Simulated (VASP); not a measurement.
Input of a VASP 6.6.1 run:

File INCAR:

```
ALGO = Normal
EDIFF = 1E-7
ENCUT = 520
GGA = PE
ISIF = 2
ISMEAR = 0
LASPH = True
LCHARG = False
LREAL = False
LWAVE = False
NBANDS = 30
NELM = 100
PREC = Accurate
SIGMA = 0.1
```

Contents of KPOINTS:

```
k-points
0
Gamma
  4 4 4
```

Contents of POSCAR:

```
Ga3S
1.0
    4.1768890681      0.0000000000      0.0000000000
    0.0000000000      4.1768890681      0.0000000000
    0.0000000000      0.0000000000      4.1768890681
Ga S
3 1
Direct
    0.0000000000      0.5000000000      0.5000000000
    0.5000000000      0.0000000000      0.5000000000
    0.5000000000      0.5000000000      0.0000000000
    0.0000000000      0.0000000000      0.0000000000
```

Potentials or basis: VASP PAW PBE potentials, release 64 (Ga_d, S).

The run is started by

```console
$ cat potpaw_PBE.64/Ga_d/POTCAR potpaw_PBE.64/S/POTCAR > POTCAR
$ mpirun -np 1 vasp_std > vasp.out
```

Problem. Estimate the pressure.

Solution. 5.7 GPa.

Caveat: the k points lie up to 0.38 Å⁻¹ apart; the cell differs from its parent crystal (Se replaced by S, lengths x 0.981, strained).
